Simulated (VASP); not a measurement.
# BN (P6_3/mmc) in VASP: a series of runs

BN is run at these levels: PBEsol; tasks: single point.

All numbers are computed with VASP 6.6.1; they aren't measurements. Logs are shortened: lines on timing, memory, paths and dates and some standing lists are left out, and cuts for length are marked.

## 1. The cell of the first run

Symmetry: P6_3/mmc, No. 194, hexagonal system. The conventional cell has a = 2.504 Å, b = 2.504 Å, c = 7.159 Å, α = 90.00°, β = 90.00°, γ = 120.00°. Within 1.9 Å of B (site symmetry -6m2) lie 3 N at 1.45 Å. N (site symmetry -6m2) has 3 B at 1.45 Å within 1.9 Å.

## 2. Single point, PBEsol (strain +0.0200 x Voigt [0, 0, 1, 0, 0, 0])

INCAR reads:

```
SYSTEM = BN
ALGO = Normal
EDIFF = 1E-6
ENCUT = 520
GGA = PS
ISIF = 2
ISMEAR = 0
LASPH = .TRUE.
LCHARG = .FALSE.
LREAL = .FALSE.
LWAVE = .FALSE.
NBANDS = 16
NELM = 80
PREC = Accurate
SIGMA = 0.05
```

KPOINTS reads:

```
k-points
0
G
  12 12 4
  0 0 0
```

POSCAR reads:

```
BN
1.0
    2.5043488457      0.0000000000      0.0000000000
   -1.2521744229      2.1688297203      0.0000000000
    0.0000000000      0.0000000000      7.1594775877
B N
2 2
Direct
    0.3333333333      0.6666666667      0.2500000000
    0.6666666667      0.3333333333      0.7500000000
    0.3333333333      0.6666666667      0.7500000000
    0.6666666667      0.3333333333      0.2500000000
```

Potentials or basis: VASP PAW PBE potentials, release 64 (B, N).

On the command line:

```
$ cat potpaw_PBE.64/B/POTCAR potpaw_PBE.64/N/POTCAR > POTCAR
$ mpirun -np 1 vasp_std > vasp.out
```

OUTCAR:

```text
SYSTEM = BN
   EDIFF = 1E-6
   ENCUT = 520
   GGA = PS
   ISIF = 2
   ISMEAR = 0
   LASPH = .TRUE.
   LREAL = .FALSE.
   NELM = 80
   PREC = Accurate

 ion  position               nearest neighbor table
   1  0.333  0.667  0.250-   4 1.45   4 1.45   4 1.45
   2  0.667  0.333  0.750-   3 1.45   3 1.45   3 1.45
   3  0.333  0.667  0.750-   2 1.45   2 1.45   2 1.45
   4  0.667  0.333  0.250-   1 1.45   1 1.45   1 1.45

  LATTYP: Found a hexagonal cell.
 ALAT       =     2.5043488457
 C/A-ratio  =     2.8588180117

  Lattice vectors:

 A1 = (   2.5043488457,   0.0000000000,   0.0000000000)
 A2 = (  -1.2521744229,   2.1688297203,   0.0000000000)
 A3 = (   0.0000000000,   0.0000000000,   7.1594775877)

Analysis of symmetry for initial positions (statically):
=====================================================================
 Subroutine PRICEL returns:
 Original cell was already a primitive cell.

 Routine SETGRP: Setting up the symmetry group for a
 hexagonal supercell.

 Subroutine GETGRP returns: Found 24 space group operations
 (whereof 12 operations were pure point group operations)
 out of a pool of 24 trial point group operations.

The static configuration has the point symmetry D_3d.
 The point group associated with its full space group is D_6h.

Analysis of symmetry for dynamics (positions and initial velocities):
=====================================================================
 Subroutine PRICEL returns:
 Original cell was already a primitive cell.

 Routine SETGRP: Setting up the symmetry group for a
 hexagonal supercell.

 Subroutine GETGRP returns: Found 24 space group operations
 (whereof 12 operations were pure point group operations)
 out of a pool of 24 trial point group operations.

The dynamic configuration has the point symmetry D_3d.
 The point group associated with its full space group is D_6h.

 Subroutine INISYM returns: Found 24 space group operations
 (whereof 12 operations are pure point group operations),
 and found     1 'primitive' translations

----------------------------------------------------------------------------------------

                                     Primitive cell

  volume of cell :      38.8867

  direct lattice vectors                    reciprocal lattice vectors
     2.504348846  0.000000000  0.000000000     0.399305393  0.230539076  0.000000000
    -1.252174423  2.168829720  0.000000000     0.000000000  0.461078152  0.000000000
     0.000000000  0.000000000  7.159477588     0.000000000  0.000000000  0.139674996
[... 92 lines left out ...]
   IBRION =     -1    ionic relax: 0-MD 1-quasi-New 2-CG
   NFREE  =      0    steps in history (QN), initial steepest desc. (CG)
   ISIF   =      2    stress and relaxation
   ISYM   =      2    0-nonsym 1-usesym 2-fastsym
   POTIM  = 0.5000    time-step for ionic-motion
   TEBEG  =    0.0;   TEEND  =   0.0 temperature during run
   PSTRESS=    0.0 pullay stress
   NELECT =      16.0000    total number of electrons
   NUPDOWN=      -1.0000    fix difference up-down
   EMIN   =  10.00;   EMAX   =-10.00  energy-range for DOS
   EFERMI =   0.00;   METHOD = LEGACY
   ISMEAR =     0;   SIGMA  =   0.05  broadening in eV -4-tet -1-fermi 0-gaus
   EFERMI_NEDOS =   21; number of points for ismear=-14 and -15
   IALGO  =     38    algorithm
   IMIX   =      4    mixing-type and parameters
     AMIX     =   0.40;   BMIX     =  1.00
     AMIX_MAG =   1.60;   BMIX_MAG =  1.00
  volume/ion in A,a.u.               =       9.72        65.61
  Fermi-wavevector in a.u.,A,eV,Ry     =   1.217627  2.300981 20.172210  1.482616
  Thomas-Fermi vector in A             =   2.352941
   LORBIT       =      0    0 simple, 1 ext, 2 COOP (PROOUT), +10 PAW based schemes
   GGA     = PS    functional components
   LHFCALC =     F    Hartree Fock is set to
   AEXX    =    0.0000 exact exchange contribution
   IVDW    =     0    specifies the selected vdW correction
   LEPSILON=     F    determine dielectric tensor
   LRPA    =     F    only Hartree local field effects (RPA)
 non-spin polarized calculation
 Gauss-broadening in eV      SIGMA  =   0.05
  energy-cutoff  :      520.00
  volume of cell :       38.89
 maximum number of plane-waves:      1070
 NGX is ok and might be reduce to    20
   NGX =  9   NGY =  9   NGZ = 27

 number of electron      15.9999997 magnetization

 Free energy of the ion-electron system (eV)
  ---------------------------------------------------
  ext. energy  EPLUGINS =         0.00000000
  ---------------------------------------------------
  free energy    TOTEN  =       -36.57062101 eV

  energy without entropy =      -36.57062101  energy(sigma->0) =      -36.57062101

 E-fermi :   1.9054     XC(G=0):  -9.7912

 val. band max:        1.6108626228   @ k =   0.3333   0.3333   0.5000
 cond. band min:       5.9024521068   @ k =   0.5000   0.0000   0.0000
 fundamental gap:      4.2915894839
 Fermi energy:         1.9053915129

 k-point     1 :       0.0000    0.0000    0.0000
  band No.  band energies     occupation
      1     -16.0872      2.00000
      2     -15.9204      2.00000
      3      -4.3790      2.00000
      4      -2.8907      2.00000
      5       0.3013      2.00000
      6       0.3013      2.00000
[... 433 lines left out ...]
      3      -5.2639      2.00000
      4      -5.2364      2.00000
      5      -1.9582      2.00000
      6      -1.9371      2.00000
[... 8 lines left out ...]
     15      17.9016      0.00000
     16      19.8373      0.00000

 [... further k-points ...]

------------------------ aborting loop because EDIFF is reached ----------------------------------------

  FORCE on cell =-STRESS in cart. coord.  units (eV):
  Direction    XX          YY          ZZ          XY          YZ          ZX
  --------------------------------------------------------------------------------------
  -------------------------------------------------------------------------------------
  Total        0.1100982      0.1100982     -0.0636544     -0.0000000     -0.0000000      0.0000000
  in kB        4.5361700      4.5361700     -2.6226311     -0.0000000     -0.0000000      0.0000000
  external PRESSURE =       2.1499030 kB  Pullay stress =       0.0000000 kB

 VOLUME and BASIS-vectors are now :
 -----------------------------------------------------------------------------
  energy-cutoff  :      520.00
  volume of cell :       38.89
      direct lattice vectors                 reciprocal lattice vectors
     2.504348846  0.000000000  0.000000000     0.399305393  0.230539076  0.000000000
    -1.252174423  2.168829720  0.000000000     0.000000000  0.461078152  0.000000000
     0.000000000  0.000000000  7.159477588     0.000000000  0.000000000  0.139674996

 POSITION                                       TOTAL-FORCE (eV/Angst)
 -----------------------------------------------------------------------------------
     -0.00000      1.44589      1.78987        -0.000000      0.000000      0.000000
      1.25217      0.72294      5.36961         0.000000      0.000000      0.000000
     -0.00000      1.44589      5.36961        -0.000000      0.000000      0.000000
      1.25217      0.72294      1.78987         0.000000      0.000000      0.000000
 -----------------------------------------------------------------------------------
    total drift:                               -0.000000      0.000000      0.000000

  FREE ENERGIE OF THE ION-ELECTRON SYSTEM (eV)
  ---------------------------------------------------
  free  energy   TOTEN  =       -36.5706210076 eV

  energy  without entropy=      -36.5706210076  energy(sigma->0) =      -36.57062101
```

OSZICAR:

```text
N       E                     dE             d eps       ncg     rms          rms(c)
DAV:   1     0.516197622180E+02    0.51620E+02   -0.79022E+03  1824   0.915E+02
DAV:   2    -0.364393844895E+02   -0.88059E+02   -0.80243E+02  2616   0.218E+02
DAV:   3    -0.400637639415E+02   -0.36244E+01   -0.36086E+01  2312   0.445E+01
DAV:   4    -0.400901267219E+02   -0.26363E-01   -0.26357E-01  2344   0.420E+00
DAV:   5    -0.400904061135E+02   -0.27939E-03   -0.27939E-03  2360   0.414E-01    0.111E+01
DAV:   6    -0.369685259617E+02    0.31219E+01   -0.50244E+00  2352   0.168E+01    0.504E+00
DAV:   7    -0.366628510843E+02    0.30567E+00   -0.54249E-01  2376   0.522E+00    0.310E+00
DAV:   8    -0.365736820156E+02    0.89169E-01   -0.23708E-01  2408   0.321E+00    0.473E-01
DAV:   9    -0.365694474033E+02    0.42346E-02   -0.15352E-02  2088   0.970E-01    0.182E-01
DAV:  10    -0.365704703827E+02   -0.10230E-02   -0.12829E-03  2072   0.265E-01    0.320E-02
DAV:  11    -0.365706068884E+02   -0.13651E-03   -0.95617E-05  2248   0.721E-02    0.233E-02
DAV:  12    -0.365706208493E+02   -0.13961E-04   -0.30499E-05  2008   0.354E-02    0.227E-03
DAV:  13    -0.365706210076E+02   -0.15831E-06   -0.67337E-07  2048   0.647E-03
   1 F= -.36570621E+02 E0= -.36570621E+02  d E =-.172819E-18
```

Run time: 55 s. Hardware: 1 thread of Intel Xeon 8259CL, shared host; peak memory 0.17 GiB.

Results:

| Quantity | Value |
| --- | --- |
| Free energy | -36.5706 eV |
| Pressure | 0.2 GPa |
| Band gap on the k mesh | 4.29 eV, indirect (least direct gap 4.60 eV) |

Stress tensor (GPa, compression positive):
```
 0.45  0.00  0.00
 0.00  0.45  0.00
 0.00  0.00 -0.26
```

Levels at points of the mesh, in eV from the valence-band top:
```csv
k point,band 5,band 6,band 7,band 8,band 9,band 10,band 11,band 12
"(0.00, 0.00, 0.00)",-1.31,-1.31,-1.29,-1.29,4.68,9.28,11.52,11.52
"(0.50, 0.00, 0.00)",-4.13,-4.10,-1.26,-0.59,4.29,5.30,9.41,9.92
"(0.00, 0.00, 0.50)",-1.30,-1.30,-1.30,-1.30,6.67,6.67,11.56,11.56
"(0.50, 0.00, 0.50)",-4.11,-4.11,-0.92,-0.92,4.67,4.67,9.80,9.80
```

Caveat: the cell differs from its parent crystal (strain +0.0200 x Voigt [0, 0, 1, 0, 0, 0]); the PAW data sets were made with another functional, which shifts forces and pressure a little; this functional lacks dispersion, which binds the layers, so the pressure and a relaxed spacing across them are unreliable. A k mesh can miss the band edges.

## 3. Single point, PBEsol (strain +0.0400 x Voigt [0, 0, 1, 0, 0, 0])

INCAR reads:

```
  PREC = Accurate
  ENCUT = 520
  EDIFF = 1E-7
  ISMEAR = 0
  SIGMA = 0.05
  LREAL = F
  LASPH = T
  NELM = 100
  ALGO = Normal
  ISIF = 2
  LWAVE = F
  LCHARG = F
  GGA = PS
  NBANDS = 16
```

KPOINTS reads:

```
Automatic mesh
0
Gamma
  12 12 4
```

POSCAR, as its differences from that of step 2:

```diff
@@ -4,3 +4,3 @@
    -1.2521744229      2.1688297203      0.0000000000
-    0.0000000000      0.0000000000      7.1594775877
+    0.0000000000      0.0000000000      7.2998595012
 B N
```

Potentials or basis: VASP PAW PBE potentials, release 64 (B, N).

On the command line:

```
$ cat potpaw_PBE.64/B/POTCAR potpaw_PBE.64/N/POTCAR > POTCAR
$ mpirun -np 1 vasp_std > vasp.out
```

OUTCAR:

```text
PREC = Accurate
   ENCUT = 520
   EDIFF = 1E-7
   ISMEAR = 0
   LREAL = F
   LASPH = T
   NELM = 100
   ISIF = 2
   GGA = PS

 ion  position               nearest neighbor table
   1  0.333  0.667  0.250-   4 1.45   4 1.45   4 1.45
   2  0.667  0.333  0.750-   3 1.45   3 1.45   3 1.45
   3  0.333  0.667  0.750-   2 1.45   2 1.45   2 1.45
   4  0.667  0.333  0.250-   1 1.45   1 1.45   1 1.45

  LATTYP: Found a hexagonal cell.
 ALAT       =     2.5043488457
 C/A-ratio  =     2.9148732669
[... 639 lines left out ...]
      6      -2.0827      2.00000
[... 8 lines left out ...]
     15      17.6667      0.00000
     16      19.5866      0.00000

 [... further k-points ...]
[... 5 lines left out ...]
  --------------------------------------------------------------------------------------
  -------------------------------------------------------------------------------------
  Total        0.1039061      0.1039061     -0.0942569     -0.0000000      0.0000000      0.0000000
  in kB        4.1987207      4.1987207     -3.8088086     -0.0000000      0.0000000      0.0000000
  external PRESSURE =       1.5295443 kB  Pullay stress =       0.0000000 kB

 VOLUME and BASIS-vectors are now :
 -----------------------------------------------------------------------------
  energy-cutoff  :      520.00
  volume of cell :       39.65
      direct lattice vectors                 reciprocal lattice vectors
     2.504348846  0.000000000  0.000000000     0.399305393  0.230539076  0.000000000
    -1.252174423  2.168829720  0.000000000     0.000000000  0.461078152  0.000000000
     0.000000000  0.000000000  7.299859501     0.000000000  0.000000000  0.136988938

 POSITION                                       TOTAL-FORCE (eV/Angst)
 -----------------------------------------------------------------------------------
     -0.00000      1.44589      1.82496         0.000000      0.000000      0.000000
      1.25217      0.72294      5.47489        -0.000000     -0.000000      0.000000
     -0.00000      1.44589      5.47489        -0.000000      0.000000      0.000000
      1.25217      0.72294      1.82496         0.000000     -0.000000      0.000000
 -----------------------------------------------------------------------------------
    total drift:                               -0.000000      0.000000     -0.000000

  FREE ENERGIE OF THE ION-ELECTRON SYSTEM (eV)
  ---------------------------------------------------
  free  energy   TOTEN  =       -36.5697892203 eV

  energy  without entropy=      -36.5697892203  energy(sigma->0) =      -36.56978922
```

OSZICAR:

```text
N       E                     dE             d eps       ncg     rms          rms(c)
DAV:   1     0.493381952179E+02    0.49338E+02   -0.79096E+03  1832   0.914E+02
DAV:   2    -0.366621561225E+02   -0.86000E+02   -0.78770E+02  2552   0.216E+02
DAV:   3    -0.400847147969E+02   -0.34226E+01   -0.34109E+01  2400   0.438E+01
DAV:   4    -0.401102011767E+02   -0.25486E-01   -0.25481E-01  2328   0.416E+00
DAV:   5    -0.401104864662E+02   -0.28529E-03   -0.28528E-03  2368   0.417E-01    0.111E+01
DAV:   6    -0.369750834744E+02    0.31354E+01   -0.50700E+00  2328   0.168E+01    0.505E+00
DAV:   7    -0.366636944474E+02    0.31139E+00   -0.53131E-01  2376   0.517E+00    0.310E+00
DAV:   8    -0.365724376403E+02    0.91257E-01   -0.24233E-01  2416   0.323E+00    0.472E-01
DAV:   9    -0.365684302881E+02    0.40074E-02   -0.15302E-02  2072   0.962E-01    0.183E-01
DAV:  10    -0.365696146578E+02   -0.11844E-02   -0.14092E-03  2064   0.270E-01    0.330E-02
DAV:  11    -0.365697735739E+02   -0.15892E-03   -0.11248E-04  2176   0.772E-02    0.247E-02
DAV:  12    -0.365697889075E+02   -0.15334E-04   -0.35074E-05  2080   0.379E-02    0.241E-03
DAV:  13    -0.365697891091E+02   -0.20152E-06   -0.83597E-07  2456   0.713E-03    0.121E-03
DAV:  14    -0.365697892230E+02   -0.11392E-06   -0.19527E-07  2024   0.273E-03    0.385E-04
DAV:  15    -0.365697892203E+02    0.27317E-08   -0.13732E-09  1504   0.353E-04
   1 F= -.36569789E+02 E0= -.36569789E+02  d E =-.266155E-19
```

stdout:

```text
POSCAR found type information on POSCAR B N
 POSCAR found :  2 types and       4 ions
 scaLAPACK will be used
 -----------------------------------------------------------------------------
|                                                                             |
|                                                                             |
|     You enforced a specific xc type in the INCAR file but a different       |
|     I HOPE YOU KNOW WHAT YOU ARE DOING!                                     |
|                                                                             |
 -----------------------------------------------------------------------------

 LDA part: xc-table for (Slater+PW92), standard interpolation
 POSCAR, INCAR and KPOINTS ok, starting setup
 FFT: planning ... GRIDC
 FFT: planning ... GRID_SOFT
 FFT: planning ... GRID
 WAVECAR not read
 entering main loop
```

It took 65 s on 1 thread of Intel Xeon 8259CL, shared host; peak memory 0.17 GiB.

What came out:

- Free energy: -36.5698 eV
- Pressure: 0.2 GPa
- Band gap on the k mesh: 4.32 eV, indirect (least direct gap 4.61 eV)

Stress tensor (GPa, compression positive):
```
 0.42  0.00  0.00
 0.00  0.42  0.00
 0.00  0.00 -0.38
```

Levels at points of the mesh, in eV from the valence-band top:
| k point | band 5 | band 6 | band 7 | band 8 | band 9 | band 10 | band 11 | band 12 |
| --- | --- | --- | --- | --- | --- | --- | --- | --- |
| (0.00, 0.00, 0.00) | -1.31 | -1.31 | -1.30 | -1.30 | 4.61 | 9.06 | 11.53 | 11.53 |
| (0.50, 0.00, 0.00) | -4.13 | -4.10 | -1.22 | -0.63 | 4.32 | 5.24 | 9.41 | 9.92 |
| (0.00, 0.00, 0.50) | -1.30 | -1.30 | -1.30 | -1.30 | 6.50 | 6.50 | 11.55 | 11.55 |
| (0.50, 0.00, 0.50) | -4.12 | -4.12 | -0.92 | -0.92 | 4.68 | 4.68 | 9.78 | 9.78 |

Caveat: the cell differs from its parent crystal (strain +0.0400 x Voigt [0, 0, 1, 0, 0, 0]); the PAW data sets were made with another functional, which shifts forces and pressure a little; this functional lacks dispersion, which binds the layers, so the pressure and a relaxed spacing across them are unreliable.

## 4. Single point, PBEsol (strain +0.0350 x Voigt [0, 0, 1, 0, 0, 0])

INCAR reads:

```
ALGO = Normal
EDIFF = 1E-6
ENCUT = 520
GGA = PS
ISIF = 2
ISMEAR = 0
LASPH = True
LCHARG = False
LREAL = False
LWAVE = False
NBANDS = 16
NELM = 60
PREC = Accurate
SIGMA = 0.05
```

KPOINTS reads:

```
k-points
0
Gamma
  12 12 4
```

POSCAR, as its differences from that of step 3:

```diff
@@ -4,3 +4,3 @@
    -1.2521744229      2.1688297203      0.0000000000
-    0.0000000000      0.0000000000      7.2998595012
+    0.0000000000      0.0000000000      7.2647640228
 B N
```

On the command line:

```
$ cat potpaw_PBE.64/B/POTCAR potpaw_PBE.64/N/POTCAR > POTCAR
$ mpirun -np 1 vasp_std > vasp.out
```

Wall time 57 s (1 thread of Intel Xeon 8259CL, shared host); peak memory 0.17 GiB.

The run converged. Its results:

```yaml
Free_energy: -36.5701 eV
Pressure: 0.2 GPa
Band_gap_on_the_k_mesh: 4.32 eV, indirect (least direct gap 4.60 eV)
```

Stress tensor (GPa, compression positive):
```
 0.43  0.00  0.00
 0.00  0.43  0.00
 0.00  0.00 -0.34
```

Levels at points of the mesh, in eV from the valence-band top:
```
           k point  band 5  band 6  band 7  band 8  band 9  band 10  band 11  band 12
(0.00, 0.00, 0.00)   -1.31   -1.31   -1.30   -1.30    4.63     9.11    11.53    11.53
(0.50, 0.00, 0.00)   -4.13   -4.10   -1.23   -0.62    4.32     5.26     9.41     9.92
(0.00, 0.00, 0.50)   -1.30   -1.30   -1.30   -1.30    6.54     6.54    11.55    11.55
(0.50, 0.00, 0.50)   -4.12   -4.12   -0.92   -0.92    4.68     4.68     9.79     9.79
```

Caveat: the cell differs from its parent crystal (strain +0.0350 x Voigt [0, 0, 1, 0, 0, 0]); the PAW data sets were made with another functional, which shifts forces and pressure a little; this functional lacks dispersion, which binds the layers, so the pressure and a relaxed spacing across them are unreliable.

## 5. Overview

| cell | gap on the mesh (eV) | pressure (GPa) |
| --- | --- | --- |
| a = 2.504, b = 2.504, c = 7.159 Å, angles 90.0, 90.0, 120.0°, 4 atoms | 4.29 | 0.2 |
| a = 2.504, b = 2.504, c = 7.300 Å, angles 90.0, 90.0, 120.0°, 4 atoms | 4.32 | 0.2 |
| a = 2.504, b = 2.504, c = 7.265 Å, angles 90.0, 90.0, 120.0°, 4 atoms | 4.32 | 0.2 |

Alike in all rows: task single point; level PBEsol; potentials or basis VASP PAW PBE potentials, release 64 (B, N); no spin polarisation; k mesh 12 × 12 × 4; cutoff (eV) 520; smearing gaussian 0.05 eV.

Caveats: the PAW data sets were made with another functional, which shifts forces and pressure a little; this functional lacks dispersion, which binds the layers, so the pressure and a relaxed spacing across them are unreliable.

Total energies depend on the potentials used, so only differences within one code and one set of settings carry meaning.
